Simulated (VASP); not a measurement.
# Ta4O in VASP: notebook

Runs on Ta4O. Level: PBE. Tasks: single point, relaxation of cell and atoms.

Program: VASP 6.6.1. These are calculated values, not measurements. Logs are shortened: lines on timing, memory, paths and dates and some standing lists are left out, and cuts for length are marked.

## 1. The cell of the first run

The typed cell holds 5 atoms: a = 4.394 Å, b = 4.394 Å, c = 4.394 Å, α = 90.03°, β = 90.03°, γ = 90.03°.

## 2. Single point, PBE

Contents of INCAR:

```
SYSTEM = Ta4O
PREC = Accurate
ENCUT = 520
EDIFF = 1E-6
ISMEAR = 0
SIGMA = 0.1
LREAL = .FALSE.
LASPH = .TRUE.
NELM = 80
ALGO = Normal
ISIF = 2
LWAVE = .FALSE.
LCHARG = .TRUE.
GGA = PE
LELF = .TRUE.
LVHAR = .TRUE.
NBANDS = 33
```

Contents of KPOINTS:

```
Automatic mesh
0
G
  6 6 6
  0 0 0
```

Contents of POSCAR:

```
Ta4O
1.0
    3.1073831526      1.7940484996      2.5354530978
   -3.1073831526      1.7940484996      2.5354530978
    0.0000000000     -3.5880969992      2.5354530978
Ta O
4 1
Direct
    0.3293973249      0.8019142790      0.3293973249
    0.3293973249      0.3293973249      0.8019142790
    0.8019142790      0.3293973249      0.3293973249
    0.8019758295      0.8019758295      0.8019758295
    0.0658097616      0.0658097616      0.0658097616
```

Potentials or basis: VASP PAW PBE potentials, release 64 (Ta_pv, O).

Launch:

```bash
> cat potpaw_PBE.64/Ta_pv/POTCAR potpaw_PBE.64/O/POTCAR > POTCAR
> mpirun -np 1 vasp_std > vasp.out
```

OUTCAR:

```text
SYSTEM = Ta4O
   PREC = Accurate
   ENCUT = 520
   EDIFF = 1E-6
   ISMEAR = 0
   LREAL = .FALSE.
   LASPH = .TRUE.
   NELM = 80
   ISIF = 2
   GGA = PE

 ion  position               nearest neighbor table
   1  0.329  0.802  0.329-   5 2.01   4 2.94   2 2.94   3 2.94   3 3.11   3 3.11   2 3.11   2 3.11
                             4 3.11   4 3.11   4 3.28   2 3.28   3 3.28
   2  0.329  0.329  0.802-   5 2.01   4 2.94   1 2.94   3 2.94   1 3.11   3 3.11   1 3.11   3 3.11
                             4 3.11   4 3.11   4 3.28   3 3.28   1 3.28
   3  0.802  0.329  0.329-   5 2.01   4 2.94   2 2.94   1 2.94   1 3.11   1 3.11   2 3.11   2 3.11
                             4 3.11   4 3.11   4 3.28   2 3.28   1 3.28
   4  0.802  0.802  0.802-   5 2.01   2 2.94   3 2.94   1 2.94   1 3.11   3 3.11   1 3.11   3 3.11
                             2 3.11   2 3.11   2 3.28   1 3.28   3 3.28
   5  0.066  0.066  0.066-   4 2.01   2 2.01   3 2.01   1 2.01

  LATTYP: Found a trigonal (rhomboedric) cell.
 ALAT       =     4.3935136835
 COS(alpha) =    -0.0004505851

  Lattice vectors:

 A1 = (   3.1073831526,   1.7940484996,   2.5354530978)
 A2 = (  -3.1073831526,   1.7940484996,   2.5354530978)
 A3 = (   0.0000000000,  -3.5880969992,   2.5354530978)

Analysis of symmetry for initial positions (statically):
=====================================================================
 Subroutine PRICEL returns:
 Original cell was already a primitive cell.

 Routine SETGRP: Setting up the symmetry group for a
 trigonal (rhombohedral) supercell.

 Subroutine GETGRP returns: Found  6 space group operations
 (whereof  6 operations were pure point group operations)
 out of a pool of 12 trial point group operations.

The static configuration has the point symmetry C_3v.

Analysis of symmetry for dynamics (positions and initial velocities):
=====================================================================
 Subroutine PRICEL returns:
 Original cell was already a primitive cell.

 Routine SETGRP: Setting up the symmetry group for a
 trigonal (rhombohedral) supercell.

 Subroutine GETGRP returns: Found  6 space group operations
 (whereof  6 operations were pure point group operations)
 out of a pool of 12 trial point group operations.

The dynamic configuration has the point symmetry C_3v.

 Subroutine INISYM returns: Found  6 space group operations
 (whereof  6 operations are pure point group operations),
 and found     1 'primitive' translations

----------------------------------------------------------------------------------------

                                     Primitive cell

  volume of cell :      84.8078

  direct lattice vectors                    reciprocal lattice vectors
     3.107383153  1.794048500  2.535453098     0.160907096  0.092899755  0.131468941
    -3.107383153  1.794048500  2.535453098    -0.160907096  0.092899755  0.131468941
     0.000000000 -3.588096999  2.535453098     0.000000000 -0.185799511  0.131468941

  length of vectors
     4.393513684  4.393513684  4.393513683     0.227608305  0.227608305  0.227608305

  position of ions in fractional coordinates (direct lattice)
     0.329397325  0.801914279  0.329397325
     0.329397325  0.329397325  0.801914279
     0.801914279  0.329397325  0.329397325
     0.801975830  0.801975830  0.801975830
     0.065809762  0.065809762  0.065809762

  ion indices of the primitive-cell ions
   primitive index   ion index
                 1           1
                 2           2
                 3           3
                 4           4
                 5           5

----------------------------------------------------------------------------------------

 KPOINTS: Automatic mesh

Automatic generation of k-mesh.
 Grid dimensions read from file:
 generate k-points for:    6    6    6

 Generating k-lattice:

  Cartesian coordinates                     Fractional coordinates (reciprocal lattice)
     0.026817849  0.015483293  0.021911490     0.166666667  0.000000000  0.000000000
    -0.026817849  0.015483293  0.021911490     0.000000000  0.166666667  0.000000000
     0.000000000 -0.030966585  0.021911490     0.000000000  0.000000000  0.166666667

  Length of vectors
     0.037934718  0.037934718  0.037934718

  Shift w.r.t. Gamma in fractional coordinates (k-lattice)
     0.000000000  0.000000000  0.000000000

 Subroutine IBZKPT returns following result:
 ===========================================

 Found     32 irreducible k-points:

 Following reciprocal coordinates:
            Coordinates               Weight
  0.000000  0.000000  0.000000      1.000000
  0.166667  0.000000  0.000000      6.000000
  0.333333  0.000000  0.000000      6.000000
  0.500000  0.000000  0.000000      3.000000
  0.166667  0.166667  0.000000      6.000000
  0.333333  0.166667  0.000000     12.000000
[... 16 lines left out ...]
  0.500000  0.500000  0.166667      6.000000
 -0.333333  0.500000  0.166667     12.000000
[... 19 lines left out ...]
   EDIFF  = 0.1E-05   stopping-criterion for ELM
   LREAL  =      F    real-space projection
   EDIFFG = 0.1E-04   stopping-criterion for IOM
   NSW    =      0    number of steps for IOM
   IBRION =     -1    ionic relax: 0-MD 1-quasi-New 2-CG
   NFREE  =      0    steps in history (QN), initial steepest desc. (CG)
   ISIF   =      2    stress and relaxation
   ISYM   =      2    0-nonsym 1-usesym 2-fastsym
   POTIM  = 0.5000    time-step for ionic-motion
   TEBEG  =    0.0;   TEEND  =   0.0 temperature during run
   PSTRESS=    0.0 pullay stress
   NELECT =      50.0000    total number of electrons
   NUPDOWN=      -1.0000    fix difference up-down
   EMIN   =  10.00;   EMAX   =-10.00  energy-range for DOS
   EFERMI =   0.00;   METHOD = LEGACY
   ISMEAR =     0;   SIGMA  =   0.10  broadening in eV -4-tet -1-fermi 0-gaus
   EFERMI_NEDOS =   21; number of points for ismear=-14 and -15
   IALGO  =     38    algorithm
   IMIX   =      4    mixing-type and parameters
     AMIX     =   0.40;   BMIX     =  1.00
     AMIX_MAG =   1.60;   BMIX_MAG =  1.00
  volume/ion in A,a.u.               =      16.96       114.46
  Fermi-wavevector in a.u.,A,eV,Ry     =   1.372733  2.594090 25.638781  1.884397
  Thomas-Fermi vector in A             =   2.498314
   LORBIT       =      0    0 simple, 1 ext, 2 COOP (PROOUT), +10 PAW based schemes
   GGA     = PE    functional components
   LHFCALC =     F    Hartree Fock is set to
   AEXX    =    0.0000 exact exchange contribution
   IVDW    =     0    specifies the selected vdW correction
   LEPSILON=     F    determine dielectric tensor
   LRPA    =     F    only Hartree local field effects (RPA)
 non-spin polarized calculation
 Gauss-broadening in eV      SIGMA  =   0.10
  energy-cutoff  :      520.00
  volume of cell :       84.81
 maximum number of plane-waves:      2301
 NGX is ok and might be reduce to    36
   NGX = 17   NGY = 17   NGZ = 17

 number of electron      50.0000000 magnetization

 Free energy of the ion-electron system (eV)
  ---------------------------------------------------
  ext. energy  EPLUGINS =         0.00000000
  ---------------------------------------------------
  free energy    TOTEN  =       -54.70409235 eV

  energy without entropy =      -54.68706974  energy(sigma->0) =      -54.69558105

 E-fermi :   5.4571     XC(G=0): -12.1892

 val. band max:        5.4090978183   @ k =   0.3333   0.0000   0.0000
 cond. band min:       5.4791867360   @ k =   0.5000   0.3333   0.3333
 fundamental gap:      0.0700889177
 Fermi energy:         5.4570705837

 k-point     1 :       0.0000    0.0000    0.0000
  band No.  band energies     occupation
      1     -29.7115      2.00000
      2     -29.2574      2.00000
      3     -29.2574      2.00000
      4     -29.0450      2.00000
      5     -29.0450      2.00000
      6     -29.0441      2.00000
[... 25 lines left out ...]
     32      10.1674      0.00000
     33      10.1674      0.00000

 k-point     2 :       0.1667    0.0000    0.0000
  band No.  band energies     occupation
      1     -29.6667      2.00000
      2     -29.2331      2.00000
      3     -29.2245      2.00000
      4     -29.0863      2.00000
      5     -29.0415      2.00000
      6     -29.0410      2.00000
[... 25 lines left out ...]
     32       9.5611      0.00000
     33      10.0231      0.00000
[... 754 lines left out ...]
     32       8.4122      0.00000
     33       9.2530      0.00000

 k-point    24 :      -0.3333    0.5000    0.1667
  band No.  band energies     occupation
      1     -29.5485      2.00000
      2     -29.2901      2.00000
      3     -29.2187      2.00000
      4     -29.1931      2.00000
      5     -29.0166      2.00000
      6     -28.9382      2.00000
[... 25 lines left out ...]
     32       8.5587      0.00000
     33       9.4771      0.00000

 [... further k-points ...]

------------------------ aborting loop because EDIFF is reached ----------------------------------------

  FORCE on cell =-STRESS in cart. coord.  units (eV):
  Direction    XX          YY          ZZ          XY          YZ          ZX
  --------------------------------------------------------------------------------------
  -------------------------------------------------------------------------------------
  Total        0.0825840      0.0825840      0.1437752      0.0000000      0.0000000      0.0000000
  in kB        1.5601647      1.5601647      2.7161813      0.0000000      0.0000000      0.0000000
  external PRESSURE =       1.9455035 kB  Pullay stress =       0.0000000 kB

 VOLUME and BASIS-vectors are now :
 -----------------------------------------------------------------------------
  energy-cutoff  :      520.00
  volume of cell :       84.81
      direct lattice vectors                 reciprocal lattice vectors
     3.107383153  1.794048500  2.535453098     0.160907096  0.092899755  0.131468941
    -3.107383153  1.794048500  2.535453098    -0.160907096  0.092899755  0.131468941
     0.000000000 -3.588096999  2.535453098     0.000000000 -0.185799511  0.131468941

 POSITION                                       TOTAL-FORCE (eV/Angst)
 -----------------------------------------------------------------------------------
     -1.46829      0.84772      3.70356         0.041256     -0.023819      0.019108
      0.00000     -1.69544      3.70356        -0.000000      0.047638      0.019108
      1.46829      0.84772      3.70356        -0.041256     -0.023819      0.019108
      0.00000      0.00000      6.10012        -0.000000      0.000000     -0.054551
      0.00000      0.00000      0.50057        -0.000000      0.000000     -0.002774
 -----------------------------------------------------------------------------------
    total drift:                                0.000000      0.000002      0.000045

  FREE ENERGIE OF THE ION-ELECTRON SYSTEM (eV)
  ---------------------------------------------------
  free  energy   TOTEN  =       -54.7040923541 eV

  energy  without entropy=      -54.6870697397  energy(sigma->0) =      -54.69558105
```

Run time: 54 s. Hardware: 1 thread of AMD EPYC 9R45 (Zen 5), shared host; peak memory 0.21 GiB.

Results:

| Item | Value |
| --- | --- |
| Free energy | -54.7041 eV |
| Pressure | 0.2 GPa |
| Largest force | 0.055 eV/Å |
| Band gap on the k mesh | zero (band 25 reaches 7.05 eV, above the bottom of band 26 at 4.88 eV) |

Forces in eV/Å, atoms in the order of the input:
```
Ta   0.041 -0.024  0.019
Ta   0.000  0.048  0.019
Ta  -0.041 -0.024  0.019
Ta   0.000  0.000 -0.055
O    0.000  0.000 -0.003
```

Caveat: spin-orbit coupling is left out, which moves the levels of the heavy elements.

## 3. Single point, PBE

Contents of INCAR:

```
SYSTEM = Ta4O
PREC = Accurate ; ENCUT = 520
EDIFF = 1E-6 ; ISMEAR = 0
SIGMA = 0.1 ; LREAL = .FALSE.
LASPH = .TRUE. ; NELM = 60
ALGO = Normal ; ISIF = 2
LWAVE = .FALSE. ; LCHARG = .FALSE.
GGA = PE ; NBANDS = 33
```

Contents of KPOINTS:

```
regular mesh
0
G
  8 8 8
  0 0 0
```

Contents of POSCAR:

```
Ta4O
1.0
    4.3940506453      0.0000000000      0.0000000000
    0.0000000000      4.3940506453      0.0000000000
    0.0000000000      0.0000000000      4.3940506453
Ta O
4 1
Direct
    0.2637447757      0.7362552243      0.2637447757
    0.7362552243      0.2637447757      0.2637447757
    0.7362552243      0.7362552243      0.7362552243
    0.2637447757      0.2637447757      0.7362552243
    0.0000000000      0.0000000000      0.0000000000
```

Potentials or basis: VASP PAW PBE potentials, release 64 (Ta_pv, O).

Launch:

```bash
> cat potpaw_PBE.64/Ta_pv/POTCAR potpaw_PBE.64/O/POTCAR > POTCAR
> mpirun -np 1 vasp_std > vasp.out
```

Wall time 55 s (1 thread of AMD EPYC 9R45 (Zen 5), shared host); peak memory 0.21 GiB.

It converged, with:

```
Free energy            : -54.6944 eV
Pressure               : 0.2 GPa
Largest force          : 0.063 eV/Å
Band gap on the k mesh : zero (band 25 reaches 7.05 eV, above the bottom of band 26 at 4.87 eV)
```

Forces in eV/Å, atoms in the order of the input:
```
Ta   0.037 -0.037  0.037
Ta  -0.037  0.037  0.037
Ta  -0.037 -0.037 -0.037
Ta   0.037  0.037 -0.037
O    0.000  0.000  0.000
```

Levels at points of the mesh, in eV from the Fermi level:
```csv
k point,band 23,band 24,band 25,band 26,band 27,band 28
"(0.00, 0.00, 0.00)",-1.43,1.62,1.62,1.62,1.63,1.63
"(0.50, 0.00, 0.00)",-1.25,-1.19,-0.40,-0.38,1.30,1.30
"(0.50, 0.50, 0.00)",-0.75,-0.75,-0.56,-0.56,1.22,1.28
"(0.50, 0.50, 0.50)",0.25,0.25,0.25,0.34,0.34,0.34
```

Caveat: spin-orbit coupling is left out, which moves the levels of the heavy elements.

## 4. Single point, PBE

Contents of INCAR:

```
ALGO = Normal ; EDIFF = 1E-6
ENCUT = 520 ; GGA = PE
ISIF = 2 ; ISMEAR = 0
LASPH = T ; LCHARG = F
LREAL = F ; LWAVE = F
NBANDS = 33 ; NELM = 60
PREC = Accurate ; SIGMA = 0.1
```

Contents of KPOINTS:

```
k-points
0
Gamma
  8 8 8
```

POSCAR is that of step 3.

Launch:

```bash
> cat potpaw_PBE.64/Ta_pv/POTCAR potpaw_PBE.64/O/POTCAR > POTCAR
> mpirun -np 1 vasp_std > vasp.out
```

Wall time 55 s (1 thread of AMD EPYC 9R45 (Zen 5), shared host); peak memory 0.21 GiB.

Results (log left out):

```yaml
Free_energy: -54.6944 eV
Pressure: 0.2 GPa
Largest_force: 0.063 eV/Å
Band_gap_on_the_k_mesh: zero (band 25 reaches 7.05 eV, above the bottom of band 26 at 4.87 eV)
```

Forces in eV/Å, atoms in the order of the input:
```
Ta   0.037 -0.037  0.037
Ta  -0.037  0.037  0.037
Ta  -0.037 -0.037 -0.037
Ta   0.037  0.037 -0.037
O    0.000  0.000  0.000
```

Levels at points of the mesh, in eV from the Fermi level:
```tsv
k point	band 23	band 24	band 25	band 26	band 27	band 28
(0.00, 0.00, 0.00)	-1.43	1.62	1.62	1.62	1.63	1.63
(0.50, 0.00, 0.00)	-1.25	-1.19	-0.40	-0.38	1.30	1.30
(0.50, 0.50, 0.00)	-0.75	-0.75	-0.56	-0.56	1.22	1.28
(0.50, 0.50, 0.50)	0.25	0.25	0.25	0.34	0.34	0.34
```

Caveat: spin-orbit coupling is left out, which moves the levels of the heavy elements.

## 5. Single point, PBE, collinear spin, ferromagnetic start

Contents of INCAR:

```
PREC = Accurate
ENCUT = 520
EDIFF = 1E-6
ISMEAR = 0
SIGMA = 0.1
LREAL = F
LASPH = T
NELM = 150
ALGO = Normal
ISIF = 2
LWAVE = F
LCHARG = F
ISPIN = 2
MAGMOM = 1 1 1 1 0
LORBIT = 11
LMAXMIX = 4
GGA = PE
NBANDS = 37
```

Contents of KPOINTS:

```
Automatic mesh
0
Gamma
  4 4 4
```

Contents of POSCAR:

```
Ta4O
1.0
    4.3935136835      0.0000000000      0.0000000000
    0.0000000000      4.3935136835      0.0000000000
    0.0000000000      0.0000000000      4.3935136835
Ta O
4 1
Direct
    0.2636902031      0.7363097969      0.2636902031
    0.7363097969      0.2636902031      0.2636902031
    0.7363097969      0.7363097969      0.7363097969
    0.2636902031      0.2636902031      0.7363097969
    0.0000000000      0.0000000000      0.0000000000
```

Launch:

```bash
> cat potpaw_PBE.64/Ta_pv/POTCAR potpaw_PBE.64/O/POTCAR > POTCAR
> mpirun -np 1 vasp_std > vasp.out
```

It took 43 s on 1 thread of AMD EPYC 9R45 (Zen 5), shared host; peak memory 0.23 GiB.

The run converged. Its results:

| Quantity | Value |
| --- | --- |
| Free energy | -54.7094 eV |
| Pressure | 0.5 GPa |
| Largest force | 0.083 eV/Å |
| Band gap on the k mesh | zero (filled and empty bands overlap) |
| Net moment | 0.00 μB per cell |
| Valence electrons inside the program's atomic spheres | Ta 8.78; O 5.17 |

Forces in eV/Å, atoms in the order of the input:
```
Ta   0.048 -0.048  0.048
Ta  -0.048  0.048  0.048
Ta  -0.048 -0.048 -0.048
Ta   0.048  0.048 -0.048
O    0.000  0.000  0.000
```

Levels at points of the mesh, in eV from the Fermi level:
Spin up:
| k point | band 21 | band 22 | band 23 | band 24 | band 25 | band 26 | band 27 | band 28 | band 29 | band 30 |
| --- | --- | --- | --- | --- | --- | --- | --- | --- | --- | --- |
| (0.00, 0.00, 0.00) | -2.75 | -2.75 | -1.44 | 1.61 | 1.61 | 1.61 | 1.61 | 1.61 | 3.26 | 3.26 |
| (0.50, 0.00, 0.00) | -1.50 | -1.45 | -1.27 | -1.21 | -0.42 | -0.39 | 1.29 | 1.29 | 1.60 | 2.05 |
| (0.50, 0.50, 0.00) | -1.32 | -1.08 | -0.77 | -0.77 | -0.58 | -0.58 | 1.20 | 1.27 | 1.27 | 1.37 |
| (0.50, 0.50, 0.50) | -0.09 | -0.09 | 0.23 | 0.23 | 0.23 | 0.33 | 0.33 | 0.33 | 2.25 | 2.25 |
Spin down:
| k point | band 23 | band 24 | band 25 | band 26 | band 27 | band 28 |
| --- | --- | --- | --- | --- | --- | --- |
| (0.00, 0.00, 0.00) | -1.44 | 1.61 | 1.61 | 1.61 | 1.61 | 1.61 |
| (0.50, 0.00, 0.00) | -1.27 | -1.21 | -0.42 | -0.39 | 1.29 | 1.29 |
| (0.50, 0.50, 0.00) | -0.77 | -0.77 | -0.58 | -0.58 | 1.20 | 1.27 |
| (0.50, 0.50, 0.50) | 0.23 | 0.23 | 0.23 | 0.33 | 0.33 | 0.33 |

Caveat: spin-orbit coupling is left out, which moves the levels of the heavy elements.

## 6. Relaxation of cell and atoms, PBE

Contents of INCAR:

```
PREC = Accurate ; ENCUT = 600
EDIFF = 1E-6 ; ISMEAR = 0
SIGMA = 0.1 ; LREAL = False
LASPH = True ; NELM = 80
ALGO = Normal ; ISIF = 3
LWAVE = False ; LCHARG = False
GGA = PE ; IBRION = 2
NSW = 100 ; EDIFFG = -0.01
```

Contents of KPOINTS:

```
regular mesh
0
Gamma
  8 8 8
```

POSCAR is that of step 5.

Potentials or basis: VASP PAW PBE potentials, release 64 (Ta_pv, O).

Launch:

```bash
> cat potpaw_PBE.64/Ta_pv/POTCAR potpaw_PBE.64/O/POTCAR > POTCAR
> mpirun -np 1 vasp_std > vasp.out
```

Wall time 4.2 min (1 thread of AMD EPYC 7R13, shared host); peak memory 0.27 GiB.

It converged, with:

- Free energy: -54.6988 eV
- Relaxed volume: 16.98 Å³/atom
- Relaxed cell: a = 4.395 Å, b = 4.395 Å, c = 4.395 Å, α = 90.00°, β = 90.00°, γ = 90.00°
- Space group after relaxing (to 0.05 Å): P-43m (No. 215)
- Energy gained by relaxing: 0.1 meV/atom
- Ionic steps: 5
- Pressure after relaxing: 0.0 GPa
- Band gap on the k mesh: zero (band 25 reaches 7.04 eV, above the bottom of band 26 at 4.86 eV)

Step by step:
| step | energy change (eV) | largest force (eV/Å) | pressure (GPa) | volume (Å³) |
| --- | --- | --- | --- | --- |
| 1 | 0.0000 | 0.0754 | 0.29 | 84.81 |
| 2 | 0.0004 | 0.0547 | -0.72 | 85.18 |
| 3 | -0.0004 | 0.0218 | -0.13 | 84.96 |
| 4 | -0.0004 | 0.0151 | 0.11 | 84.85 |
| 5 | -0.0004 | 0.0002 | 0.03 | 84.90 |

Final structure:
```
Ta O
1.0
     4.39504    0.00000    0.00000
     0.00000    4.39504    0.00000
     0.00000    0.00000    4.39504
Ta O
4 1
Direct
  0.26399 0.73601 0.26399
  0.73601 0.26399 0.26399
  0.73601 0.73601 0.73601
  0.26399 0.26399 0.73601
  0.00000 0.00000 0.00000
```

Levels at points of the mesh, in eV from the Fermi level:
```tsv
k point	band 23	band 24	band 25	band 26	band 27	band 28
(0.00, 0.00, 0.00)	-1.44	1.62	1.62	1.62	1.62	1.62
(0.50, 0.00, 0.00)	-1.25	-1.18	-0.41	-0.38	1.29	1.29
(0.50, 0.50, 0.00)	-0.75	-0.75	-0.56	-0.56	1.22	1.28
(0.50, 0.50, 0.50)	0.26	0.26	0.26	0.34	0.34	0.34
```

Caveat: spin-orbit coupling is left out, which moves the levels of the heavy elements.

## 7. Overview

| task | spin | cell | k mesh | cutoff (eV) | gap on the mesh (eV) | pressure (GPa) | largest force (eV/Å) |
| --- | --- | --- | --- | --- | --- | --- | --- |
| single point | off | a = 4.394 Å, 5 atoms | 6 × 6 × 6 | 520 | none | 0.2 | 0.05 |
| single point | off | a = 4.394 Å, 5 atoms | 8 × 8 × 8 | 520 | none | 0.2 | 0.06 |
| single point | collinear, ferromagnetic start | a = 4.394 Å, 5 atoms | 4 × 4 × 4 | 520 | none | 0.5 | 0.08 |
| relaxation of cell and atoms | off | relaxed from a = 4.394 Å, 5 atoms | 8 × 8 × 8 | 600 | none | 0.0 | - |

Alike in all rows: level PBE; potentials or basis VASP PAW PBE potentials, release 64 (Ta_pv, O); smearing gaussian 0.1 eV.

Caveats: spin-orbit coupling is left out, which moves the levels of the heavy elements.

Total energies depend on the potentials used, so only differences within one code and one set of settings carry meaning.
